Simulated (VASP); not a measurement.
Wanted: the native input for a VASP 6.6.1 run.

* Task: single point
* Functional: PBE
* Potentials or basis: VASP PAW PBE potentials, release 64 (Li_sv)
* Cutoff: 520 eV
* k mesh: 16 × 16 × 16
* Occupations: fermi-dirac, width 0.1 eV
* Spin: no spin polarisation
* Dipole correction: no
* Further INCAR settings: ALGO = Normal; EDIFF = 1e-07; NBANDS = 12

The structure of Li lies in POSCAR:

```
Li
1.0
    1.5724757515      0.9078692984      7.6527935669
   -1.5724757515      0.9078692984      7.6527935669
    0.0000000000     -1.8157385968      7.6527935669
Li
3
Direct
    0.0000000000      1.0000000000      1.0000000000
    0.2221855009      0.2221855009      0.2221855009
    0.7778144991      0.7778144991      0.7778144991
```

The input as run:

INCAR

```
PREC = Accurate
ENCUT = 520
EDIFF = 1E-7
ISMEAR = -1
SIGMA = 0.1
LREAL = False
LASPH = True
NELM = 80
ALGO = Normal
ISIF = 2
LWAVE = False
LCHARG = False
GGA = PE
NBANDS = 12
```

KPOINTS

```
Automatic mesh
0
Gamma
  16 16 16
```

Potentials or basis: VASP PAW PBE potentials, release 64 (Li_sv).

Command:

```console
$ cat potpaw_PBE.64/Li_sv/POTCAR > POTCAR
$ mpirun -np 1 vasp_std > vasp.out
```

It gave:

```yaml
Band_gap_on_the_k_mesh: zero (an odd number of electrons rules out a gap without spin polarisation)
```

Wall time 9.6 min on 1 thread of Intel(R) Xeon(R) 6975P-C (Granite Rapids), with other jobs on the host, peak memory 0.61 GiB.
